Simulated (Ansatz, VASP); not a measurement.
## Be3Te4 in VASP and in Ansatz

```
Be Te
1.0
     3.95000    0.00000    0.00000
     0.00000    3.95000    0.00000
     0.00000    0.00000   10.00000
Be Te
3 4
Direct
  0.50000 0.50000 0.28000
  0.50000 0.50000 0.72000
  0.00000 0.00000 0.00000
  0.50000 0.00000 0.42000
  0.00000 0.50000 0.58000
  0.50000 0.00000 0.86000
  0.00000 0.50000 0.14000
```

Alike in both runs: task relaxation of cell and atoms; functional PBE; k mesh 4 × 4 × 2; occupations gaussian, width 0.2 eV; no spin polarisation.

```csv
,VASP,Ansatz
version,VASP 6.6.1,Ansatz 0.2.0
potentials or method,"VASP PAW PBE potentials, release 64 (Be, Te), cutoff 600 eV","scalar-relativistic, plane waves, PAW"
valence electrons in the cell,30,70
```

```csv
,VASP,Ansatz,Ansatz less VASP
"gap on the k mesh at the Fermi level, each at its own relaxed structure (eV)",none,none,-
relaxed volume (Å³/atom),25.10,24.57,-0.531
relaxed cell length with the largest relative difference (Å),11.214,11.124,-0.0903
```

A gap of «none» marks a metal or a gap that the smearing closes. VASP's potentials hold 30 valence electrons a cell and Ansatz's 70, so a difference there can come from the potentials and not from the codes.

The k mesh is coarse, so the values compare programs but aren't converged. Neither program's run includes spin-orbit coupling.
